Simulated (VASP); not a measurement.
Input of a VASP 6.6.1 run:

Contents of INCAR:

```
SYSTEM = YAl7N8
ALGO = Normal
EDIFF = 1E-6
ENCUT = 520
GGA = PS
ISIF = 2
ISMEAR = 0
LASPH = .True.
LCHARG = .True.
LELF = .True.
LREAL = Auto
LVHAR = .True.
LWAVE = .False.
NBANDS = 50
NELM = 80
PREC = Accurate
SIGMA = 0.01
```

File KPOINTS:

```
k-points
0
Gamma
  6 6 6
  0 0 0
```

The input POSCAR:

```
YAl7N8
1.0
    3.1921404571     -0.0214751083      5.0848961774
    3.1921404571      0.0214751083     -5.0848961774
   -3.1921404571      5.5642344291     -0.0233967361
Y Al N
1 7 8
Direct
    0.1656454949      0.1760246554      0.3416701489
    0.1666257911      0.1780076795      0.8356524233
    0.6573574435      0.6706375982      0.3279950402
    0.6576447453      0.6690266337      0.8356524233
    0.0795401059      0.5848547883      0.1604684837
    0.5756136939      0.0809283763      0.1604684837
    0.0749116614      0.5971608644      0.6720725273
    0.5862558597      0.0823509132      0.6686067744
    0.3825321771      0.9528247235      0.3353568991
    0.8637764521      0.4676242504      0.3314007010
    0.3623981156      0.9770432370      0.8311556712
    0.8541124357      0.4687575571      0.8311556712
    0.2844316410      0.4008520308      0.1513308204
    0.2820757711      0.4157001161      0.6977758887
    0.7504787881      0.8668991779      0.1513308204
    0.7845998234      0.8833073983      0.6679072231
```

Potentials or basis: VASP PAW PBE potentials, release 64 (Y_sv, Al, N).

Command:

```console
$ cat potpaw_PBE.64/Y_sv/POTCAR potpaw_PBE.64/Al/POTCAR potpaw_PBE.64/N/POTCAR > POTCAR
$ mpirun -np 1 vasp_std > vasp.out
```

Problem. Estimate the band gap on the k mesh.

Solution. 3.09 eV, indirect (least direct gap 3.29 eV).

Problem. Estimate the pressure.

Solution. 0.6 GPa.

Problem. Estimate the largest force.

Solution. 1.468 eV/Å.

Forces on the atoms (eV/Å):
```
Y    0.000  0.022  0.938
Al  -0.007 -0.003  0.765
Al   0.000  0.013  0.426
Al   0.007 -0.003  0.765
Al  -0.016 -0.040  0.903
Al   0.016 -0.040  0.903
Al   0.000  0.027  0.860
Al   0.000  0.041  0.824
N    0.000  0.011 -0.347
N    0.000  0.028 -0.435
N   -0.023  0.011 -0.782
N    0.023  0.011 -0.782
N    0.757 -0.436 -1.075
N    0.000  0.834 -1.208
N   -0.757 -0.436 -1.075
N    0.000 -0.043 -0.679
```

Caveat: the PAW data sets were made with another functional, which shifts forces and pressure a little. A k mesh can miss the band edges.
